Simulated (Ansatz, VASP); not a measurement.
**TaN in VASP and in Ansatz**

```
Ta N
1.0
     2.99710    0.00000    0.00000
    -1.49855    2.59556    0.00000
     0.00000    0.00000    2.72720
Ta N
1 1
Direct
  0.33333 0.66667 0.50000
  0.00000 0.00000 0.00000
```

Alike in both runs: task single point; functional PBEsol; k mesh 18 × 18 × 16; occupations gaussian, width 0.15 eV; no spin polarisation.

|  | VASP | Ansatz |
| --- | --- | --- |
| version | VASP 6.6.1 | Ansatz 0.2.0 |
| potentials or method | VASP PAW PBE potentials, release 64 (Ta_pv, N), cutoff 520 eV | scalar-relativistic, plane waves, PAW |
| valence electrons in the cell | 16 | 18 |

```csv
,VASP,Ansatz,Ansatz less VASP
gap on the k mesh at the Fermi level (eV),none,none,-
pressure (GPa),5.2,4.3,-0.91
"traceless stress, the component that is largest in VASP (GPa)",34.85,34.66,-0.196
```

VASP's potentials were made for PBE, not for PBEsol. A gap of «none» marks a metal or a gap that the smearing closes. The functional is the same, so the differences come from potentials, cutoffs and numerics. VASP's potentials hold 16 valence electrons a cell and Ansatz's 18, so a difference there can come from the potentials and not from the codes.

Neither program's run includes spin-orbit coupling.
